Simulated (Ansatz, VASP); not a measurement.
# Two plane-wave programs on Ge2Sb2Te5

```
Ge Sb Te
1.0
     4.20246    0.00000    0.00000
    -2.10123    3.63944    0.00000
     0.00000    0.00000   17.09998
Ge Sb Te
2 2 5
Direct
  0.00000 0.00000 0.33809
  0.00000 0.00000 0.66191
  0.33333 0.66667 0.11674
  0.66667 0.33333 0.88326
  0.00000 0.00000 0.00000
  0.33333 0.66667 0.78107
  0.66667 0.33333 0.21893
  0.33333 0.66667 0.42071
  0.66667 0.33333 0.57929
```

Alike in both runs: functional PBEsol; k mesh 12 × 12 × 2; occupations gaussian, width 0.01 eV; no spin polarisation.

Ansatz relaxed the structure, and its values are those at the end. VASP's run is a single point on that final structure, the one shown.

|  | VASP | Ansatz |
| --- | --- | --- |
| version | VASP 6.6.1 | Ansatz 0.2.0 |
| potentials or method | VASP PAW PBE potentials, release 64 (Ge_d, Sb, Te), cutoff 520 eV | scalar-relativistic, plane waves, PAW |
| valence electrons in the cell | 68 | 138 |

|  | VASP | Ansatz | Ansatz less VASP |
| --- | --- | --- | --- |
| gap on the k mesh at the Fermi level (eV) | none | none | - |
| pressure (GPa) | 0.1 | 0.0 | -0.08 |
| rms of the force components (eV/Å) | 0.012 | 0.002 | -0.0107 |

VASP's potentials were made for PBE, not for PBEsol. A gap of «none» marks a metal or a gap that the smearing closes. VASP's potentials hold 68 valence electrons a cell and Ansatz's 138, so a difference there can come from the potentials and not from the codes.

Spin-orbit coupling is off throughout.
